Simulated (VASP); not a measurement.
Al3FeCo2, 12 atoms in the cell. The structure is trigonal, space group P-3m1 (No. 164). The conventional cell has a = 4.039 Å, b = 4.039 Å, c = 4.944 Å, α = 90.00°, β = 90.00°, γ = 120.00°. Al (site symmetry -3m) has 6 Co at 2.47 Å and 2 Fe at 2.47 Å and 6 Al at 2.86 Å within 3.3 Å. Al (site symmetry 3m) has 5 Co at 2.47 to 2.48 Å and 3 Fe at 2.47 Å and 6 Al at 2.85 to 2.86 Å within 3.3 Å. Within 3.3 Å of Fe (site symmetry -3m) lie 8 Al at 2.47 Å and 6 Co at 2.86 Å. Co (site symmetry 3m) has 8 Al at 2.47 to 2.48 Å and 3 Co at 2.85 Å and 3 Fe at 2.86 Å within 3.3 Å. 

* Program: VASP 6.6.1
* Task: single point
* Functional: PBE
* Potentials or basis: VASP PAW PBE potentials, release 64 (Al, Fe, Co)
* Cutoff: 520 eV
* k mesh: 6 × 4 × 4
* Occupations: gaussian, width 0.2 eV
* Spin: no spin polarisation
* Dipole correction: no
* Further INCAR settings: ALGO = Fast; EDIFF = 1e-06; NBANDS = 47

Potentials or basis: VASP PAW PBE potentials, release 64 (Al, Fe, Co).

Launch:

```bash
$ cat potpaw_PBE.64/Al/POTCAR potpaw_PBE.64/Fe/POTCAR potpaw_PBE.64/Co/POTCAR > POTCAR
$ mpirun -np 1 vasp_std > vasp.out
```

Hardware: 1 thread of AMD EPYC 9R45 96-Core Processor (Zen 5), with other jobs on the host.

Problem. How long does it take, and how much memory?

Solution. It took 3.6 min on 1 thread of AMD EPYC 9R45 96-Core Processor (Zen 5), on a shared host, peak memory 0.34 GiB. Counts: scf iterations 19, k points 40.
